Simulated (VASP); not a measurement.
# Mg (P6_3/mmc) in VASP: further runs, part 2 of 2

VASP 6.6.1. Earlier steps stand in the parts before.

## (4) Single point, PBEsol

This run uses another cell than the first one, of 18.74 Å³/atom.

INCAR

```
SYSTEM = Mg
ALGO     = Normal         ! electronic algorithm
EDIFF    = 1E-7           ! SCF threshold, eV
ENCUT    = 520            ! plane-wave cutoff, eV
GGA      = PS             ! functional
ISIF     = 2              ! what is computed and relaxed
ISMEAR   = -1             ! smearing method
LASPH    = .TRUE.         ! aspherical terms in the spheres
LCHARG   = .FALSE.        ! write CHGCAR
LREAL    = .FALSE.        ! projectors in reciprocal space
LWAVE    = .FALSE.        ! write WAVECAR
NBANDS   = 12             ! bands
NELM     = 100            ! most SCF steps
PREC     = Accurate       ! precision mode
SIGMA    = 0.05           ! smearing width, eV
```

KPOINTS

```
k-points
0
G
  10 10 3
  0 0 0
```

POSCAR

```
Mg
1.0
    2.9859048895      0.0000000000      0.0000000000
   -1.4929524448      2.5858694876      0.0000000000
    0.0000000000      0.0000000000      9.7095148179
Mg
4
Direct
    0.6666666667      0.3333333333      0.7500000000
    0.0000000000      0.0000000000      0.5000000000
    0.3333333333      0.6666666667      0.2500000000
    0.0000000000      0.0000000000      0.0000000000
```

Potentials or basis: VASP PAW PBE potentials, release 64 (Mg).

Command:

```bash
> cat potpaw_PBE.64/Mg/POTCAR > POTCAR
> mpirun -np 1 vasp_std > vasp.out
```

OUTCAR:

```text
SYSTEM = Mg
   EDIFF = 1E-7
   ENCUT = 520
   GGA = PS
   ISIF = 2
   ISMEAR = -1
   LASPH = .TRUE.
   LREAL = .FALSE.
   NELM = 100
   PREC = Accurate

 ion  position               nearest neighbor table
   1  0.667  0.333  0.750-   2 2.98   4 2.98   2 2.98   4 2.98   2 2.98   4 2.98
   2  0.000  0.000  0.500-   1 2.98   3 2.98   1 2.98   3 2.98   1 2.98   3 2.98
   3  0.333  0.667  0.250-   2 2.98   4 2.98   2 2.98   4 2.98   2 2.98   4 2.98
   4  0.000  0.000  0.000-   1 2.98   3 2.98   1 2.98   3 2.98   1 2.98   3 2.98

  LATTYP: Found a hexagonal cell.
 ALAT       =     2.9859048895
 C/A-ratio  =     3.2517830196

  Lattice vectors:

 A1 = (   2.9859048895,   0.0000000000,   0.0000000000)
 A2 = (  -1.4929524448,   2.5858694876,   0.0000000000)
 A3 = (   0.0000000000,   0.0000000000,   9.7095148179)

Analysis of symmetry for initial positions (statically):
=====================================================================
 Subroutine PRICEL returns:
 Original cell was already a primitive cell.

 Routine SETGRP: Setting up the symmetry group for a
 hexagonal supercell.

 Subroutine GETGRP returns: Found 24 space group operations
 (whereof 12 operations were pure point group operations)
 out of a pool of 24 trial point group operations.

The static configuration has the point symmetry D_3d.
 The point group associated with its full space group is D_6h.

Analysis of symmetry for dynamics (positions and initial velocities):
=====================================================================
 Subroutine PRICEL returns:
 Original cell was already a primitive cell.

 Routine SETGRP: Setting up the symmetry group for a
 hexagonal supercell.

 Subroutine GETGRP returns: Found 24 space group operations
 (whereof 12 operations were pure point group operations)
 out of a pool of 24 trial point group operations.

The dynamic configuration has the point symmetry D_3d.
 The point group associated with its full space group is D_6h.

 Subroutine INISYM returns: Found 24 space group operations
 (whereof 12 operations are pure point group operations),
 and found     1 'primitive' translations

----------------------------------------------------------------------------------------

                                     Primitive cell

  volume of cell :      74.9687

  direct lattice vectors                    reciprocal lattice vectors
     2.985904889  0.000000000  0.000000000     0.334906850  0.193358560  0.000000000
    -1.492952445  2.585869488  0.000000000     0.000000000  0.386717120  0.000000000
     0.000000000  0.000000000  9.709514818     0.000000000  0.000000000  0.102991758

  length of vectors
     2.985904889  2.985904890  9.709514818     0.386717120  0.386717120  0.102991758

  position of ions in fractional coordinates (direct lattice)
     0.666666667  0.333333333  0.750000000
     0.000000000  0.000000000  0.500000000
     0.333333333  0.666666667  0.250000000
     0.000000000  0.000000000  0.000000000

  ion indices of the primitive-cell ions
   primitive index   ion index
                 1           1
                 2           2
                 3           3
                 4           4

----------------------------------------------------------------------------------------

 KPOINTS: k-points

Automatic generation of k-mesh.
 Grid dimensions read from file:
[... 46 lines left out ...]
 [... further k-points ...]
   k-points           NKPTS =     28   k-points in BZ     NKDIM =     28   number of bands    NBANDS=     12
   number of dos      NEDOS =    301   number of ions     NIONS =      4
   total plane-waves  NPLWV =  41472
   dimension x,y,z NGX =    24 NGY =   24 NGZ =   72
   dimension x,y,z NGXF=    48 NGYF=   48 NGZF=  144
   ions per type =               4
   NGX,Y,Z   is equivalent  to a cutoff of  13.36, 13.36, 12.33 a.u.
   NGXF,Y,Z  is equivalent  to a cutoff of  26.72, 26.72, 24.66 a.u.
 SYSTEM =  Mg
   PREC   = accura    normal or accurate (medium, high low for compatibility)
   ISTART =      0    job   : 0-new  1-cont  2-samecut
   ICHARG =      2    charge: 1-file 2-atom 10-const
   ISPIN  =      1    spin polarized calculation?
   LNONCOLLINEAR =      F non collinear calculations
   LSORBIT =      F    spin-orbit coupling
   LASPH  =      T    aspherical Exc in radial PAW
   ENCUT  =  520.0 eV  38.22 Ry    6.18 a.u.   5.55  5.55 18.05*2*pi/ulx,y,z
   NELM   =    100;   NELMIN=  2; NELMDL= -5     # of ELM steps
   EDIFF  = 0.1E-06   stopping-criterion for ELM
   LREAL  =      F    real-space projection
   EDIFFG = 0.1E-05   stopping-criterion for IOM
   NSW    =      0    number of steps for IOM
   IBRION =     -1    ionic relax: 0-MD 1-quasi-New 2-CG
   NFREE  =      0    steps in history (QN), initial steepest desc. (CG)
   ISIF   =      2    stress and relaxation
   ISYM   =      2    0-nonsym 1-usesym 2-fastsym
   POTIM  = 0.5000    time-step for ionic-motion
   TEBEG  =    0.0;   TEEND  =   0.0 temperature during run
   PSTRESS=    0.0 pullay stress
   NELECT =       8.0000    total number of electrons
   NUPDOWN=      -1.0000    fix difference up-down
   EMIN   =  10.00;   EMAX   =-10.00  energy-range for DOS
   EFERMI =   0.00;   METHOD = LEGACY
   ISMEAR =    -1;   SIGMA  =   0.05  broadening in eV -4-tet -1-fermi 0-gaus
   EFERMI_NEDOS =   21; number of points for ismear=-14 and -15
   IALGO  =     38    algorithm
   IMIX   =      4    mixing-type and parameters
     AMIX     =   0.40;   BMIX     =  1.00
     AMIX_MAG =   1.60;   BMIX_MAG =  1.00
  volume/ion in A,a.u.               =      18.74       126.48
  Fermi-wavevector in a.u.,A,eV,Ry     =   0.776506  1.467383  8.203789  0.602962
  Thomas-Fermi vector in A             =   1.878998
   LORBIT       =      0    0 simple, 1 ext, 2 COOP (PROOUT), +10 PAW based schemes
   GGA     = PS    functional components
   LHFCALC =     F    Hartree Fock is set to
   AEXX    =    0.0000 exact exchange contribution
   IVDW    =     0    specifies the selected vdW correction
   LEPSILON=     F    determine dielectric tensor
   LRPA    =     F    only Hartree local field effects (RPA)
 non-spin polarized calculation
  energy-cutoff  :      520.00
  volume of cell :       74.97
 maximum number of plane-waves:      2053
 NGX is ok and might be reduce to    24
   NGX = 11   NGY = 11   NGZ = 37

 number of electron       8.0000000 magnetization

 Free energy of the ion-electron system (eV)
  ---------------------------------------------------
  ext. energy  EPLUGINS =         0.00000000
  ---------------------------------------------------
  free energy    TOTEN  =        -6.45611169 eV

  energy without entropy =       -6.43570924  energy(sigma->0) =       -6.44591047

 E-fermi :   3.8409     XC(G=0):  -9.1962

 val. band max:        3.8293761897   @ k =   0.4000   0.2000   0.0000
 cond. band min:       3.8466967410   @ k =   0.3000   0.3000   0.3333
 fundamental gap:      0.0173205513
 Fermi energy:         3.8408880451

 k-point     1 :       0.0000    0.0000    0.0000
  band No.  band energies     occupation
      1      -4.1142      2.00000
      2      -2.5307      2.00000
      3      -2.5238      2.00000
      4       1.7024      2.00000
      5       2.4884      2.00000
      6       9.3617      0.00000
      7       9.3741      0.00000
      8      15.9439      0.00000
      9      15.9439      0.00000
     10      16.2358      0.00000
     11      16.2358      0.00000
     12      16.6785      0.00000
[... 331 lines left out ...]
 k-point    24 :       0.4000    0.1000    0.3333
  band No.  band energies     occupation
      1       0.6501      2.00000
      2       1.1406      2.00000
      3       2.6618      2.00000
      4       2.8695      2.00000
      5       3.6455      1.96062
      6       4.6308      0.00000
      7       5.3521      0.00000
      8       6.6549      0.00000
      9       8.1838      0.00000
     10       9.0256      0.00000
     11       9.9836      0.00000
     12      10.8281      0.00000

 [... further k-points ...]
[... 5 lines left out ...]
  --------------------------------------------------------------------------------------
  -------------------------------------------------------------------------------------
  Total        4.7251212      4.7251212      4.7221901     -0.0000000      0.0000000     -0.0000000
  in kB      100.9818754    100.9818754    100.9192345     -0.0000000      0.0000000     -0.0000000
  external PRESSURE =     100.9609951 kB  Pullay stress =       0.0000000 kB

 VOLUME and BASIS-vectors are now :
 -----------------------------------------------------------------------------
  energy-cutoff  :      520.00
  volume of cell :       74.97
      direct lattice vectors                 reciprocal lattice vectors
     2.985904889  0.000000000  0.000000000     0.334906850  0.193358560  0.000000000
    -1.492952445  2.585869488  0.000000000     0.000000000  0.386717120  0.000000000
     0.000000000  0.000000000  9.709514818     0.000000000  0.000000000  0.102991758

 POSITION                                       TOTAL-FORCE (eV/Angst)
 -----------------------------------------------------------------------------------
      1.49295      0.86196      7.28214        -0.000000      0.000000     -0.000000
      0.00000      0.00000      4.85476        -0.000000      0.000000      0.000000
     -0.00000      1.72391      2.42738         0.000000     -0.000000      0.000000
      0.00000      0.00000      0.00000        -0.000000      0.000000      0.000000
 -----------------------------------------------------------------------------------
    total drift:                                0.000000     -0.000000      0.000000

  FREE ENERGIE OF THE ION-ELECTRON SYSTEM (eV)
  ---------------------------------------------------
  free  energy   TOTEN  =        -6.4561116918 eV

  energy  without entropy=       -6.4357092404  energy(sigma->0) =       -6.44591047
```

It took 12 s on 1 thread of AMD EPYC 9R45 (Zen 5), shared host; peak memory 0.15 GiB.

What came out:

| Item | Value |
| --- | --- |
| Free energy | -6.4561 eV |
| Pressure | 10.1 GPa |
| Band gap on the k mesh | zero (bands 4 and 5 overlap by 1.83 eV) |

Caveat: the cell stands under pressure; the PAW data sets were made with another functional, which shifts forces and pressure a little.

## (5) Single point, PBEsol

This run uses another cell than the first one, of 20.30 Å³/atom.

INCAR

```
PREC = Accurate ; ENCUT = 520
EDIFF = 1E-6 ; ISMEAR = -1
SIGMA = 0.05 ; LREAL = False
LASPH = True ; NELM = 60
ALGO = Normal ; ISIF = 2
LWAVE = False ; LCHARG = False
GGA = PS ; NBANDS = 12
```

KPOINTS

```
regular mesh
0
Gamma
  10 10 3
```

POSCAR

```
Mg
1.0
    3.0550460099      0.0000000000      0.0000000000
   -1.5275230049      2.6457474543      0.0000000000
    0.0000000000      0.0000000000     10.0445990411
Mg
4
Direct
    0.6666666667      0.3333333333      0.7500000000
    0.0000000000      0.0000000000      0.5000000000
    0.3333333333      0.6666666667      0.2500000000
    0.0000000000      0.0000000000      0.0000000000
```

Command:

```bash
> cat potpaw_PBE.64/Mg/POTCAR > POTCAR
> mpirun -np 1 vasp_std > vasp.out
```

Wall time 12 s (1 thread of AMD EPYC 9R45 (Zen 5), shared host); peak memory 0.17 GiB.

The run converged. Its results:

| Quantity | Value |
| --- | --- |
| Free energy | -6.7440 eV |
| Pressure | 5.0 GPa |
| Band gap on the k mesh | zero (bands 4 and 5 overlap by 1.92 eV) |

Levels at points of the mesh, in eV from the Fermi level:
```tsv
k point	band 2	band 3	band 4	band 5	band 6	band 7
(0.00, 0.00, 0.00)	-6.11	-6.11	-2.08	-1.47	5.08	5.09
(0.50, 0.00, 0.00)	-2.35	-1.32	-1.23	-0.61	-0.53	2.77
```

Caveat: the cell stands under pressure; the PAW data sets were made with another functional, which shifts forces and pressure a little.

## (6) Single point, PBEsol

This run uses another cell than the first one, of 22.65 Å³/atom.

INCAR

```
SYSTEM = Mg
PREC     = Accurate       ! precision mode
ENCUT    = 520            ! plane-wave cutoff, eV
EDIFF    = 1E-6           ! SCF threshold, eV
ISMEAR   = -1             ! smearing method
SIGMA    = 0.05           ! smearing width, eV
LREAL    = .False.        ! projectors in reciprocal space
LASPH    = .True.         ! aspherical terms in the spheres
NELM     = 60             ! most SCF steps
ALGO     = Normal         ! electronic algorithm
ISIF     = 2              ! what is computed and relaxed
LWAVE    = .False.        ! write WAVECAR
LCHARG   = .True.         ! write CHGCAR
GGA      = PS             ! functional
LELF     = .True.         ! ELF
LVHAR    = .True.       
NBANDS   = 12             ! bands
```

KPOINTS

```
regular mesh
0
Gamma
  10 10 3
  0 0 0
```

POSCAR

```
Mg
1.0
    3.1647964236      0.0000000000      0.0000000000
   -1.5823982118      2.7407941006      0.0000000000
    0.0000000000      0.0000000000     10.4446372192
Mg
4
Direct
    0.6666666667      0.3333333333      0.7500000000
    0.0000000000      0.0000000000      0.5000000000
    0.3333333333      0.6666666667      0.2500000000
    0.0000000000      0.0000000000      0.0000000000
```

Potentials or basis: VASP PAW PBE potentials, release 64 (Mg).

Command:

```bash
> cat potpaw_PBE.64/Mg/POTCAR > POTCAR
> mpirun -np 1 vasp_std > vasp.out
```

It took 12 s on 1 thread of AMD EPYC 9R45 (Zen 5), shared host; peak memory 0.17 GiB.

It converged, with:

| Property | Result |
| --- | --- |
| Free energy | -6.8785 eV |
| Pressure | 0.0 GPa |
| Band gap on the k mesh | zero (bands 4 and 5 overlap by 1.98 eV) |

Levels at points of the mesh, in eV from the Fermi level:
```
           k point  band 2  band 3  band 4  band 5  band 6  band 7
(0.00, 0.00, 0.00)   -5.74   -5.73   -1.91   -1.51    4.69    4.70
(0.50, 0.00, 0.00)   -2.22   -1.20   -1.16   -0.61   -0.57    2.62
```

Caveat: the PAW data sets were made with another functional, which shifts forces and pressure a little.

## (7) Summary

```csv
cell,gap on the mesh (eV),pressure (GPa)
"a = 2.796, b = 2.796, c = 9.085 Å, angles 90.0, 90.0, 120.0°, 4 atoms",none,30.5
"a = 2.876, b = 2.876, c = 9.339 Å, angles 90.0, 90.0, 120.0°, 4 atoms",none,20.2
"a = 2.986, b = 2.986, c = 9.710 Å, angles 90.0, 90.0, 120.0°, 4 atoms",none,10.1
"a = 3.055, b = 3.055, c = 10.045 Å, angles 90.0, 90.0, 120.0°, 4 atoms",none,5.0
"a = 3.165, b = 3.165, c = 10.445 Å, angles 90.0, 90.0, 120.0°, 4 atoms",none,0.0
```

Alike in all rows: task single point; level PBEsol; potentials or basis VASP PAW PBE potentials, release 64 (Mg); no spin polarisation; k mesh 10 × 10 × 3; cutoff (eV) 520; smearing fermi-dirac 0.05 eV.

Caveats: the PAW data sets were made with another functional, which shifts forces and pressure a little; the cell stands under pressure (at least some runs).

Absolute energies hang on the potentials; compare differences alone.

The gap in the log of VASP goes by the Fermi energy; the results here count the filled bands.